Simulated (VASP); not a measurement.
# Cd: single point with PBE

Cd:

```
CELL_PARAMETERS angstrom
0.00000 2.21082 2.21082
2.21082 0.00000 2.21082
2.21082 2.21082 0.00000
ATOMIC_POSITIONS crystal
Cd 0.00000 0.00000 0.00000
```

```json
{
  "Program": "VASP 6.6.1",
  "Task": "single point",
  "Functional": "PBE",
  "Potentials or basis": "VASP PAW PBE potentials, release 64 (Cd)",
  "Cutoff": "520 eV",
  "k mesh": "8 × 8 × 8",
  "Occupations": "gaussian, width 0.05 eV",
  "Spin": "no spin polarisation",
  "Dipole correction": "no",
  "Further INCAR settings": "ALGO = Normal; EDIFF = 1e-06; NBANDS = 12"
}
```

| Item | Value |
| --- | --- |
| Pressure | 3.1 GPa |
| Band gap on the k mesh | zero (band 6 reaches 4.99 eV, above the bottom of band 7 at 1.60 eV) |

Levels at points of the mesh, in eV from the Fermi level:
| k point | band 3 | band 4 | band 5 | band 6 | band 7 | band 8 | band 9 | band 10 |
| --- | --- | --- | --- | --- | --- | --- | --- | --- |
| (0.00, 0.00, 0.00) | -8.87 | -8.57 | -8.41 | -8.41 | 14.22 | 15.34 | 15.34 | 15.34 |
| (0.50, 0.00, 0.00) | -8.87 | -8.03 | -8.03 | -2.07 | -1.02 | 12.93 | 12.93 | 13.32 |
| (0.50, 0.50, 0.00) | -8.05 | -7.93 | -7.93 | -0.54 | 1.71 | 7.12 | 7.12 | 11.41 |

Run time: 4.2 s on 1 thread of Intel(R) Xeon(R) Platinum 8488C (Sapphire Rapids), with other jobs on the host, peak memory 0.13 GiB.
